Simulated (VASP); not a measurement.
The system is SiO2.

```
Si O
1.0
     4.09700    0.00000    0.00000
     0.00000    5.04620    0.00000
     0.00000    0.00000    4.49460
Si O
4 8
Direct
  0.00000 0.15220 0.25000
  0.50000 0.34780 0.75000
  0.00000 0.84780 0.75000
  0.50000 0.65220 0.25000
  0.73360 0.62450 0.91860
  0.76640 0.87550 0.41860
  0.23360 0.87550 0.08140
  0.26640 0.62450 0.58140
  0.26640 0.37550 0.08140
  0.23360 0.12450 0.58140
  0.76640 0.12450 0.91860
  0.73360 0.37550 0.41860
```

* Program: VASP 6.6.1
* Task: relaxation of the atoms
* Functional: PBE
* Potentials or basis: VASP PAW PBE potentials, release 64 (Si, O)
* Cutoff: 520 eV
* k mesh: 5 × 4 × 4
* Occupations: fermi-dirac, width 0.02 eV
* Spin: no spin polarisation

At the start: pressure 5.8 GPa; volume 7.74 Å³/atom.

Task: Where does the relaxation end?

Result: Over 6 steps the energy falls by 11.7 meV/atom at a fixed cell; space group Pbcn (No. 60, to 0.1 Å) before and after.

Step by step:
| step | energy change (eV) | largest force (eV/Å) | pressure (GPa) |
| --- | --- | --- | --- |
| 1 | 0.0000 | 0.9982 | 5.79 |
| 2 | -0.0743 | 0.6897 | 7.44 |
| 3 | -0.1250 | 0.2009 | 6.36 |
| 4 | -0.1378 | 0.0868 | 5.94 |
| 5 | -0.1402 | 0.0438 | 5.66 |
| 6 | -0.1406 | 0.0063 | 5.69 |

Final structure:
```xyz
12
Lattice="4.0970 0.0000 0.0000 0.0000 5.0462 0.0000 0.0000 0.0000 4.4946" Properties=species:S:1:pos:R:3 pbc="T T T"
Si    0.0000    0.7704    1.1237
Si    2.0485    1.7527    3.3710
Si    0.0000    4.2758    3.3710
Si    2.0485    3.2935    1.1237
O     2.9973    3.1144    4.1343
O     3.1482    4.4549    1.8870
O     0.9488    4.4549    0.3603
O     1.0997    3.1144    2.6076
O     1.0997    1.9318    0.3603
O     0.9488    0.5913    2.6076
O     3.1482    0.5913    4.1343
O     2.9973    1.9318    1.8870
```
